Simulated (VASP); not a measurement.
## LiBr: G0W0 quasiparticle levels with PBE

Crystal: LiBr.

```
Li Br
1.0
     0.00000    2.73957    2.73957
     2.73957    0.00000    2.73957
     2.73957    2.73957    0.00000
Li Br
1 1
Direct
  0.00000 0.00000 0.00000
  0.50000 0.50000 0.50000
```

```
Program                         : VASP 6.6.1
Task                            : G0W0 quasiparticle levels
Functional                      : PBE
Potentials or basis             : VASP PAW PBE potentials, release 64 (Li_GW, Br_GW)
Cutoff                          : 500 eV
k mesh                          : 4 × 4 × 4
Occupations                     : gaussian, width 0.01 eV
Spin                            : no spin polarisation
Dipole correction               : no
GW scheme                       : G0W0
GW iterations                   : 1
Cutoff of the response function : 200
Frequency points                : 48
Empty bands                     : 284
Further INCAR settings          : ALGO = EVGW0; EDIFF = 1e-08; NBANDS = 288
```

| Item | Value |
| --- | --- |
| Quasiparticle gap | 7.31 eV |
| Least direct quasiparticle gap | 7.31 eV |
| Band gap of the starting levels on the mesh | 4.97 eV |
| Least direct gap of the starting levels on the mesh | 4.97 eV |

It took 110 s on 1 thread of Intel(R) Xeon(R) 6975P-C (Granite Rapids), with other jobs on the host, peak memory 0.58 GiB.

Caveat: the k points lie up to 0.50 Å⁻¹ apart; bands, screening cutoff and mesh are small and nothing is extrapolated, so the quasiparticle values aren't converged.
